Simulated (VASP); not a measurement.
# NaHF2 (R-3m) in VASP: settings compared

The runs below take NaHF2 through single point, with PBEsol, PBEsol+D3(BJ).

Program: VASP 6.6.1. These are calculated values, not measurements. Logs are shortened: lines on timing, memory, paths and dates and some standing lists are left out, and cuts for length are marked.

## Step 1: The cell of the first run

It takes space group R-3m (No. 166, trigonal). The conventional cell has a = 3.395 Å, b = 3.395 Å, c = 13.708 Å, α = 90.00°, β = 90.00°, γ = 120.00°. Within 3.1 Å of Na (site symmetry -3m) lie 6 F at 2.27 Å and 6 H at 3.01 Å. Within 1.5 Å of H (site symmetry -3m) lie 2 F at 1.13 Å. F (site symmetry 3m) has 1 H at 1.13 Å within 1.5 Å.

## Step 2: Single point, PBEsol

File INCAR:

```
PREC     = Accurate       # precision mode
ENCUT    = 1130           # plane-wave cutoff, eV
EDIFF    = 1E-6           # SCF threshold, eV
ISMEAR   = 0              # smearing method
SIGMA    = 0.01           # smearing width, eV
LREAL    = False          # projectors in reciprocal space
LASPH    = True           # aspherical terms in the spheres
NELM     = 120            # most SCF steps
ALGO     = Normal         # electronic algorithm
ISIF     = 2              # what is computed and relaxed
LWAVE    = False          # write WAVECAR
LCHARG   = False          # write CHGCAR
GGA      = PS             # functional
NBANDS   = 20             # bands
GGA_COMPAT= False
```

File KPOINTS:

```
regular mesh
0
Gamma
  6 6 6
```

File POSCAR:

```
NaHF2
1.0
    1.6977160689      0.9801768294      4.5692389230
   -1.6977160689      0.9801768294      4.5692389230
    0.0000000000     -1.9603536588      4.5692389230
Na H F
1 1 2
Direct
    0.0000000000      0.0000000000      0.0000000000
    0.5000000000      0.5000000000      0.5000000000
    0.4172389339      0.4172389339      0.4172389339
    0.5827610661      0.5827610661      0.5827610661
```

Potentials or basis: VASP PAW PBE potentials, release 64 (Na_sv, H, F).

Command:

```
> cat potpaw_PBE.64/Na_sv/POTCAR potpaw_PBE.64/H/POTCAR potpaw_PBE.64/F/POTCAR > POTCAR
> mpirun -np 1 vasp_std > vasp.out
```

OUTCAR:

```text
PREC = Accurate
   ENCUT = 1130
   EDIFF = 1E-6
   ISMEAR = 0
   LREAL = False
   LASPH = True
   NELM = 120
   ISIF = 2
   GGA = PS

 ion  position               nearest neighbor table
   1  0.000  0.000  0.000-
   2  0.500  0.500  0.500-   3 1.13   4 1.13
   3  0.417  0.417  0.417-   2 1.13
   4  0.583  0.583  0.583-   2 1.13

  LATTYP: Found a trigonal (rhomboedric) cell.
 ALAT       =     4.9720147629
 COS(alpha) =     0.7668178538

  Lattice vectors:

 A1 = (   1.6977160689,   0.9801768294,   4.5692389230)
 A2 = (  -1.6977160689,   0.9801768294,   4.5692389230)
 A3 = (   0.0000000000,  -1.9603536588,   4.5692389230)

Analysis of symmetry for initial positions (statically):
=====================================================================
 Subroutine PRICEL returns:
 Original cell was already a primitive cell.

 Routine SETGRP: Setting up the symmetry group for a
 trigonal (rhombohedral) supercell.

 Subroutine GETGRP returns: Found 12 space group operations
 (whereof 12 operations were pure point group operations)
 out of a pool of 12 trial point group operations.

The static configuration has the point symmetry D_3d.

Analysis of symmetry for dynamics (positions and initial velocities):
=====================================================================
 Subroutine PRICEL returns:
 Original cell was already a primitive cell.

 Routine SETGRP: Setting up the symmetry group for a
 trigonal (rhombohedral) supercell.

 Subroutine GETGRP returns: Found 12 space group operations
 (whereof 12 operations were pure point group operations)
 out of a pool of 12 trial point group operations.

The dynamic configuration has the point symmetry D_3d.

 Subroutine INISYM returns: Found 12 space group operations
 (whereof 12 operations are pure point group operations),
 and found     1 'primitive' translations

----------------------------------------------------------------------------------------

                                     Primitive cell

  volume of cell :      45.6210

  direct lattice vectors                    reciprocal lattice vectors
     1.697716069  0.980176829  4.569238923     0.294513322  0.170037346  0.072951609
    -1.697716069  0.980176829  4.569238923    -0.294513322  0.170037346  0.072951609
     0.000000000 -1.960353659  4.569238923     0.000000000 -0.340074692  0.072951609

  length of vectors
     4.972014763  4.972014763  4.972014763     0.347811347  0.347811347  0.347811347

  position of ions in fractional coordinates (direct lattice)
     0.000000000  0.000000000  0.000000000
     0.500000000  0.500000000  0.500000000
     0.417238934  0.417238934  0.417238934
     0.582761066  0.582761066  0.582761066

  ion indices of the primitive-cell ions
   primitive index   ion index
                 1           1
                 2           2
                 3           3
                 4           4

----------------------------------------------------------------------------------------

 KPOINTS: regular mesh

Automatic generation of k-mesh.
 Grid dimensions read from file:
 generate k-points for:    6    6    6

 Generating k-lattice:

  Cartesian coordinates                     Fractional coordinates (reciprocal lattice)
     0.049085554  0.028339558  0.012158602     0.166666667 -0.000000000  0.000000000
    -0.049085554  0.028339558  0.012158602    -0.000000000  0.166666667  0.000000000
     0.000000000 -0.056679115  0.012158602     0.000000000  0.000000000  0.166666667

  Length of vectors
     0.057968558  0.057968558  0.057968558

  Shift w.r.t. Gamma in fractional coordinates (k-lattice)
     0.000000000  0.000000000  0.000000000

 Subroutine IBZKPT returns following result:
 ===========================================

 Found     32 irreducible k-points:

 Following reciprocal coordinates:
            Coordinates               Weight
  0.000000  0.000000  0.000000      1.000000
  0.166667  0.000000 -0.000000      6.000000
  0.333333 -0.000000  0.000000      6.000000
  0.500000  0.000000 -0.000000      3.000000
  0.166667  0.166667 -0.000000      6.000000
  0.333333  0.166667 -0.000000     12.000000
[... 16 lines left out ...]
  0.500000  0.500000  0.166667      6.000000
 -0.333333  0.500000  0.166667     12.000000
 [... further k-points ...]
   k-points           NKPTS =     32   k-points in BZ     NKDIM =     32   number of bands    NBANDS=     20
   number of dos      NEDOS =    301   number of ions     NIONS =      4
   total plane-waves  NPLWV = 175616
   dimension x,y,z NGX =    56 NGY =   56 NGZ =   56
   dimension x,y,z NGXF=   112 NGYF=  112 NGZF=  112
   ions per type =               1   1   2
   NGX,Y,Z   is equivalent  to a cutoff of  18.72, 18.72, 18.72 a.u.
   NGXF,Y,Z  is equivalent  to a cutoff of  37.45, 37.45, 37.45 a.u.
 SYSTEM =  unknown system
   PREC   = accura    normal or accurate (medium, high low for compatibility)
   ISTART =      0    job   : 0-new  1-cont  2-samecut
   ICHARG =      2    charge: 1-file 2-atom 10-const
   ISPIN  =      1    spin polarized calculation?
   LNONCOLLINEAR =      F non collinear calculations
   LSORBIT =      F    spin-orbit coupling
   LASPH  =      T    aspherical Exc in radial PAW
   ENCUT  = 1130.0 eV  83.05 Ry    9.11 a.u.  13.63 13.63 13.63*2*pi/ulx,y,z
   NELM   =    120;   NELMIN=  2; NELMDL= -5     # of ELM steps
   EDIFF  = 0.1E-05   stopping-criterion for ELM
   LREAL  =      F    real-space projection
[... 7 lines left out ...]
   TEBEG  =    0.0;   TEEND  =   0.0 temperature during run
   PSTRESS=    0.0 pullay stress
   NELECT =      24.0000    total number of electrons
   NUPDOWN=      -1.0000    fix difference up-down
   EMIN   =  10.00;   EMAX   =-10.00  energy-range for DOS
   EFERMI =   0.00;   METHOD = LEGACY
   ISMEAR =     0;   SIGMA  =   0.01  broadening in eV -4-tet -1-fermi 0-gaus
   EFERMI_NEDOS =   21; number of points for ismear=-14 and -15
   IALGO  =     38    algorithm
   IMIX   =      4    mixing-type and parameters
     AMIX     =   0.40;   BMIX     =  1.00
     AMIX_MAG =   1.60;   BMIX_MAG =  1.00
  volume/ion in A,a.u.               =      11.41        76.97
  Fermi-wavevector in a.u.,A,eV,Ry     =   1.321571  2.497406 23.763240  1.746549
  Thomas-Fermi vector in A             =   2.451315
   LORBIT       =      0    0 simple, 1 ext, 2 COOP (PROOUT), +10 PAW based schemes
   GGA     = PS    functional components
   LHFCALC =     F    Hartree Fock is set to
   AEXX    =    0.0000 exact exchange contribution
   IVDW    =     0    specifies the selected vdW correction
   LEPSILON=     F    determine dielectric tensor
   LRPA    =     F    only Hartree local field effects (RPA)
 non-spin polarized calculation
 Gauss-broadening in eV      SIGMA  =   0.01
  energy-cutoff  :     1130.00
  volume of cell :       45.62
 maximum number of plane-waves:      3973
 NGX is ok and might be reduce to    56
   NGX = 27   NGY = 27   NGZ = 27

 number of electron      24.0000001 magnetization

 Free energy of the ion-electron system (eV)
  ---------------------------------------------------
  ext. energy  EPLUGINS =         0.00000000
  ---------------------------------------------------
  free energy    TOTEN  =       -17.71184278 eV

  energy without entropy =      -17.71184278  energy(sigma->0) =      -17.71184278

 E-fermi :  -3.4751     XC(G=0):  -8.3931

 val. band max:       -3.5491329260   @ k =   0.5000   0.5000   0.5000
 cond. band min:       3.4998387517   @ k =   0.0000   0.0000   0.0000
 fundamental gap:      7.0489716777
 Fermi energy:        -3.4751053839

 k-point     1 :       0.0000    0.0000    0.0000
  band No.  band energies     occupation
      1     -49.6729      2.00000
      2     -24.0334      2.00000
      3     -22.9256      2.00000
      4     -21.7372      2.00000
      5     -21.7372      2.00000
      6     -21.4998      2.00000
[... 12 lines left out ...]
     19      18.1915      0.00000
     20      18.1915      0.00000

 k-point     2 :       0.1667    0.0000   -0.0000
  band No.  band energies     occupation
      1     -49.6713      2.00000
      2     -24.0377      2.00000
      3     -22.8715      2.00000
      4     -21.7428      2.00000
      5     -21.7196      2.00000
      6     -21.5549      2.00000
[... 12 lines left out ...]
     19      16.3805      0.00000
     20      17.6474      0.00000

 k-point     3 :       0.3333   -0.0000    0.0000
  band No.  band energies     occupation
      1     -49.6682      2.00000
      2     -24.0459      2.00000
      3     -22.7461      2.00000
      4     -21.7541      2.00000
      5     -21.7200      2.00000
      6     -21.6462      2.00000
[... 12 lines left out ...]
     19      16.3027      0.00000
     20      17.0823      0.00000

 k-point     4 :       0.5000    0.0000   -0.0000
  band No.  band energies     occupation
      1     -49.6666      2.00000
      2     -24.0499      2.00000
      3     -22.6699      2.00000
      4     -21.7840      2.00000
      5     -21.7597      2.00000
      6     -21.6414      2.00000
[... 12 lines left out ...]
     19      16.3298      0.00000
     20      16.9274      0.00000

 k-point     5 :       0.1667    0.1667   -0.0000
  band No.  band energies     occupation
      1     -49.6713      2.00000
      2     -24.0268      2.00000
      3     -22.8880      2.00000
      4     -21.7429      2.00000
      5     -21.7217      2.00000
      6     -21.5504      2.00000
[... 12 lines left out ...]
     19      16.0887      0.00000
     20      18.2068      0.00000

 k-point     6 :       0.3333    0.1667   -0.0000
  band No.  band energies     occupation
      1     -49.6690      2.00000
      2     -24.0128      2.00000
      3     -22.8446      2.00000
      4     -21.7606      2.00000
      5     -21.6979      2.00000
      6     -21.6034      2.00000
[... 12 lines left out ...]
     19      16.2822      0.00000
     20      16.9333      0.00000

 k-point     7 :       0.5000    0.1667   -0.0000
  band No.  band energies     occupation
      1     -49.6666      2.00000
      2     -24.0087      2.00000
      3     -22.7798      2.00000
      4     -21.7787      2.00000
      5     -21.6971      2.00000
      6     -21.6413      2.00000
[... 12 lines left out ...]
     19      16.2197      0.00000
     20      17.0603      0.00000
[... 277 lines left out ...]
 k-point    20 :       0.5000    0.3333    0.1667
  band No.  band energies     occupation
      1     -49.6689      2.00000
      2     -23.9656      2.00000
      3     -22.9166      2.00000
      4     -21.7612      2.00000
      5     -21.7003      2.00000
      6     -21.5886      2.00000
[... 12 lines left out ...]
     19      16.3700      0.00000
     20      17.3733      0.00000

 k-point    21 :      -0.3333    0.3333    0.1667
  band No.  band energies     occupation
      1     -49.6666      2.00000
      2     -23.9549      2.00000
      3     -22.8894      2.00000
      4     -21.7789      2.00000
      5     -21.7231      2.00000
      6     -21.5627      2.00000
[... 12 lines left out ...]
     19      16.5158      0.00000
     20      16.9195      0.00000

 k-point    22 :      -0.1667    0.3333    0.1667
  band No.  band energies     occupation
      1     -49.6666      2.00000
      2     -23.9792      2.00000
      3     -22.8516      2.00000
      4     -21.7789      2.00000
      5     -21.7284      2.00000
      6     -21.5646      2.00000
[... 12 lines left out ...]
     19      15.9520      0.00000
     20      17.0351      0.00000

 k-point    23 :       0.5000    0.5000    0.1667
  band No.  band energies     occupation
      1     -49.6682      2.00000
      2     -23.9105      2.00000
      3     -23.0012      2.00000
      4     -21.7544      2.00000
      5     -21.7499      2.00000
      6     -21.5097      2.00000
[... 12 lines left out ...]
     19      16.8205      0.00000
     20      17.2599      0.00000

 k-point    24 :      -0.3333    0.5000    0.1667
  band No.  band energies     occupation
      1     -49.6666      2.00000
      2     -23.9060      2.00000
      3     -22.9822      2.00000
      4     -21.7792      2.00000
      5     -21.7338      2.00000
      6     -21.5082      2.00000
[... 12 lines left out ...]
     19      16.6893      0.00000
     20      17.4043      0.00000

 [... further k-points ...]
[... 5 lines left out ...]
  --------------------------------------------------------------------------------------
  -------------------------------------------------------------------------------------
  Total        0.4239425      0.4239425      0.7808928      0.0000000      0.0000000     -0.0000000
  in kB       14.8885689     14.8885689     27.4244152      0.0000000      0.0000000     -0.0000000
  external PRESSURE =      19.0671843 kB  Pullay stress =       0.0000000 kB

 VOLUME and BASIS-vectors are now :
 -----------------------------------------------------------------------------
  energy-cutoff  :     1130.00
  volume of cell :       45.62
      direct lattice vectors                 reciprocal lattice vectors
     1.697716069  0.980176829  4.569238923     0.294513322  0.170037346  0.072951609
    -1.697716069  0.980176829  4.569238923    -0.294513322  0.170037346  0.072951609
     0.000000000 -1.960353659  4.569238923     0.000000000 -0.340074692  0.072951609

 POSITION                                       TOTAL-FORCE (eV/Angst)
 -----------------------------------------------------------------------------------
      0.00000      0.00000      0.00000         0.000000     -0.000000      0.000000
      0.00000      0.00000      6.85386        -0.000000     -0.000000      0.000000
      0.00000      0.00000      5.71939         0.000000      0.000000     -0.156679
      0.00000      0.00000      7.98832         0.000000     -0.000000      0.156679
 -----------------------------------------------------------------------------------
    total drift:                                0.000000      0.000000     -0.000000

  FREE ENERGIE OF THE ION-ELECTRON SYSTEM (eV)
  ---------------------------------------------------
  free  energy   TOTEN  =       -17.7118427788 eV

  energy  without entropy=      -17.7118427788  energy(sigma->0) =      -17.71184278
```

Wall time 90 s (1 thread of Intel Xeon 6975P-C (Granite Rapids), shared host); peak memory 0.44 GiB.

What came out:

* Free energy: -17.7118 eV
* Pressure: 1.9 GPa
* Largest force: 0.157 eV/Å
* Band gap on the k mesh: 7.05 eV (least direct gap 7.24 eV)

Forces in eV/Å, atoms in the order of the input:
```
Na   0.000  0.000  0.000
H    0.000  0.000  0.000
F    0.000  0.000 -0.157
F    0.000  0.000  0.157
```

Caveat: the PAW data sets were made with another functional, which shifts forces and pressure a little. Expect the measured gap to be larger: semilocal functionals such as PBEsol lack the derivative discontinuity.

(Continued in part 2 of 2.)
